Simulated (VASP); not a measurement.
Set up this calculation in VASP 6.6.1, as the native input.

* Task: relaxation of cell and atoms
* Functional: PBE
* Potentials or basis: VASP PAW PBE potentials, release 64 (Sc_sv, Al, N)
* Cutoff: 600 eV
* k mesh: 6 × 6 × 6
* Occupations: gaussian, width 0.02 eV
* Spin: no spin polarisation
* Dipole correction: no
* Further INCAR settings: ALGO = Normal; EDIFF = 1e-07; IBRION = 2; EDIFFG = -0.01; NSW = 100; ISIF = 3

The structure of ScAl3N4 lies in POSCAR:

```
ScAl3N4
1.0
    4.5342925319      0.0000000000      0.0000000000
    0.0000000000      4.5342925319      0.0000000000
    0.0000000000      0.0000000000      4.5342925319
Sc Al N
1 3 4
Direct
    0.0000000000      0.0000000000      0.0000000000
    0.5000000000      0.0000000000      0.5000000000
    0.0000000000      0.5000000000      0.5000000000
    0.5000000000      0.5000000000      0.0000000000
    0.7372187337      0.2627812663      0.7372187337
    0.2627812663      0.7372187337      0.7372187337
    0.2627812663      0.2627812663      0.2627812663
    0.7372187337      0.7372187337      0.2627812663
```

One way to write it, as run:

INCAR

```
PREC     = Accurate       # precision mode
ENCUT    = 600            # plane-wave cutoff, eV
EDIFF    = 1E-7           # SCF threshold, eV
ISMEAR   = 0              # smearing method
SIGMA    = 0.02           # smearing width, eV
LREAL    = False          # projectors in reciprocal space
LASPH    = True           # aspherical terms in the spheres
NELM     = 80             # most SCF steps
ALGO     = Normal         # electronic algorithm
ISIF     = 3              # what is computed and relaxed
LWAVE    = False          # write WAVECAR
LCHARG   = False          # write CHGCAR
GGA      = PE             # functional
IBRION   = 2              # ionic algorithm
NSW      = 100            # ionic steps
EDIFFG   = -0.01          # ionic threshold
```

KPOINTS

```
regular mesh
0
Gamma
  6 6 6
```

Potentials or basis: VASP PAW PBE potentials, release 64 (Sc_sv, Al, N).

The run is started by

```bash
$ cat potpaw_PBE.64/Sc_sv/POTCAR potpaw_PBE.64/Al/POTCAR potpaw_PBE.64/N/POTCAR > POTCAR
$ mpirun -np 1 vasp_std > vasp.out
```

Results of the run:

| Quantity | Value |
| --- | --- |
| Relaxed volume | 11.61 Å³/atom |
| Relaxed cell | a = 4.528 Å, b = 4.528 Å, c = 4.528 Å, α = 90.00°, β = 90.00°, γ = 90.00° |
| Space group after relaxing (to 0.05 Å) | P-43m (No. 215) |
| Energy gained by relaxing | 0.1 meV/atom |
| Ionic steps | 4 |
| Pressure after relaxing | 0.0 GPa |
| Largest force after relaxing | 0.005 eV/Å |
| Band gap on the k mesh | 3.25 eV, indirect (least direct gap 3.67 eV) |

It took 5.4 min on 1 thread of AMD EPYC 7R13 Processor (Zen 3) (shared host), peak memory 0.21 GiB.
